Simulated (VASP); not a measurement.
**VSi2: single point with PBE**

Crystal: VSi2.

```
V Si
1.0
     4.49976    0.00000    0.00000
    -2.24988    3.89691    0.00000
     0.00000    0.00000    6.46409
V Si
3 6
Direct
  0.50000 0.00000 0.00000
  0.50000 0.50000 0.66667
  0.00000 0.50000 0.33333
  0.16724 0.33448 0.00000
  0.83276 0.16724 0.66667
  0.66552 0.83276 0.33333
  0.83276 0.66552 0.00000
  0.16724 0.83276 0.66667
  0.33448 0.16724 0.33333
```

This cell differs from its parent crystal: strained.

* Program: VASP 6.6.1
* Task: single point
* Functional: PBE
* Potentials or basis: VASP PAW PBE potentials, release 64 (V_sv, Si)
* Cutoff: 520 eV
* k mesh: 9 × 9 × 6
* Occupations: gaussian, width 0.1 eV
* Spin: no spin polarisation
* Dipole correction: no
* Further INCAR settings: ALGO = Normal; EDIFF = 1e-06; NBANDS = 42

```json
{
  "Pressure": "2.2 GPa",
  "Largest force": "0.477 eV/Å",
  "Band gap on the k mesh": "zero (an odd number of electrons rules out a gap without spin polarisation)"
}
```

Forces in eV/Å, atoms in the order of the input:
```
V    0.000  0.000  0.000
V    0.000  0.000  0.000
V    0.000  0.000  0.000
Si   0.000 -0.477  0.000
Si   0.413 -0.238  0.000
Si   0.413  0.238  0.000
Si   0.000  0.477  0.000
Si  -0.413  0.238  0.000
Si  -0.413 -0.238  0.000
```

Stress tensor (GPa, compression positive):
```
 5.10  0.00  0.00
 0.00  5.10  0.00
 0.00  0.00 -3.66
```

Levels at points of the mesh, in eV from the Fermi level:
| k point | band 28 | band 29 | band 30 | band 31 | band 32 | band 33 | band 34 | band 35 |
| --- | --- | --- | --- | --- | --- | --- | --- | --- |
| (0.00, 0.00, 0.00) | -2.00 | -1.94 | -1.82 | -1.82 | -1.77 | 0.25 | 2.16 | 2.51 |
| (0.00, 0.00, 0.50) | -1.83 | -1.79 | -1.79 | -1.63 | 0.38 | 0.38 | 2.10 | 2.37 |

It took 99 s on 1 thread of Intel(R) Xeon(R) 6975P-C (Granite Rapids), on a shared host, peak memory 0.33 GiB.

Caveat: the cell differs from its parent crystal (strained).
